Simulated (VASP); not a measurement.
Set up this calculation in VASP 6.6.1, as the native input.

```yaml
Task: single point
Functional: PBE
Potentials_or_basis: VASP PAW PBE potentials, release 64 (Ga_d, P)
Cutoff: 520 eV
k_mesh: 9 × 9 × 9
Occupations: gaussian, width 0.05 eV
Spin: no spin polarisation
Dipole_correction: no
Further_INCAR_settings: ALGO = Normal; EDIFF = 1e-06; NBANDS = 26
```

The structure of GaP lies in POSCAR:

```
GaP
1.0
    2.0637184985      1.1914884306      6.3090626125
   -2.0637184985      1.1914884306      6.3090626125
    0.0000000000     -2.3829768613      6.3090626125
Ga P
2 2
Direct
    0.4355841032      0.4355841032      0.4355841032
    0.5644158968      0.5644158968      0.5644158968
    0.0575077006      0.0575077006      0.0575077006
    0.9424922994      0.9424922994      0.9424922994
```

This cell differs from its parent crystal: volume 23.270 Å^3 an atom, c/a of the conventional cell 4.5857.

The input as run:

INCAR

```
PREC = Accurate
ENCUT = 520
EDIFF = 1E-6
ISMEAR = 0
SIGMA = 0.05
LREAL = F
LASPH = T
NELM = 100
ALGO = Normal
ISIF = 2
LWAVE = F
LCHARG = F
GGA = PE
NBANDS = 26
```

KPOINTS

```
Automatic mesh
0
Gamma
  9 9 9
```

Potentials or basis: VASP PAW PBE potentials, release 64 (Ga_d, P).

Command:

```bash
$ cat potpaw_PBE.64/Ga_d/POTCAR potpaw_PBE.64/P/POTCAR > POTCAR
$ mpirun -np 1 vasp_std > vasp.out
```

Results of the run:

```json
{"Pressure": "-4.5 GPa", "Largest force": "0.614 eV/Å", "Band gap on the k mesh": "0.27 eV, indirect (least direct gap 0.36 eV)"}
```

Wall time 4.3 min on 1 thread of Intel(R) Xeon(R) 6975P-C (Granite Rapids), on a shared host, peak memory 0.44 GiB.
